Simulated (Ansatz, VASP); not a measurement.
One calculation of Si2N, two programs

Contents of INCAR:

```
  PREC = Accurate
  ENCUT = 600
  EDIFF = 1E-6
  ISMEAR = 0
  SIGMA = 0.1
  LREAL = False
  LASPH = True
  NELM = 80
  ALGO = Normal
  ISIF = 3
  LWAVE = False
  LCHARG = False
  GGA = PE
  IBRION = 2
  NSW = 100
  EDIFFG = -0.01
```

KPOINTS

```
Automatic mesh
0
Gamma
  14 14 14
```

File POSCAR:

```
Si2N
1.0
    0.0000000000      2.6912901645      2.6912901645
    2.6912901645      0.0000000000      2.6912901645
    2.6912901645      2.6912901645      0.0000000000
Si N
2 1
Direct
    0.2500000000      0.2500000000      0.2500000000
    0.7500000000      0.7500000000      0.7500000000
    0.0000000000      0.0000000000      0.0000000000
```

Input for Ansatz:

```yaml
crystal:
  lattice:
    - [0.0, 2.6912901645, 2.6912901645]
    - [2.6912901645, 0.0, 2.6912901645]
    - [2.6912901645, 2.6912901645, 0.0]
  atoms:
    - { symbol: Si, position: [0.25, 0.25, 0.25] }
    - { symbol: Si, position: [0.75, 0.75, 0.75] }
    - { symbol: "N", position: [0.0, 0.0, 0.0] }
basis:
  ecutwfc: 420
kpoints:
  mp_grid: { grid: [14, 14, 14] }
hamiltonian:
  xc: pbe
scf:
  occupations: { method: gaussian, width: 0.1 }
output:
  forces: true
  stress: true
  eigenvalues: true
relax:
  adjacent_minimum: "off"
  f_tol: 0.01
  max_steps: 80
  cell: { stress_tol: 0.05 }
```

Alike in both runs: task relaxation of cell and atoms; functional PBE; k mesh 14 × 14 × 14; occupations gaussian, width 0.1 eV; no spin polarisation.

|  | VASP | Ansatz |
| --- | --- | --- |
| version | VASP 6.6.1 | Ansatz 0.2.0 |
| potentials or method | VASP PAW PBE potentials, release 64 (Si, N), cutoff 600 eV | scalar-relativistic, plane waves, PAW |
| valence electrons in the cell | 13 | 13 |

```tsv
	VASP	Ansatz	Ansatz less VASP
gap on the k mesh at the Fermi level, each at its own relaxed structure (eV)	none	none	-
relaxed volume (Å³/atom)	13.26	13.27	+0.009
relaxed cell length with the largest relative difference (Å)	3.832	3.833	+0.0008
```

A gap of «none» marks a metal or a gap that the smearing closes.
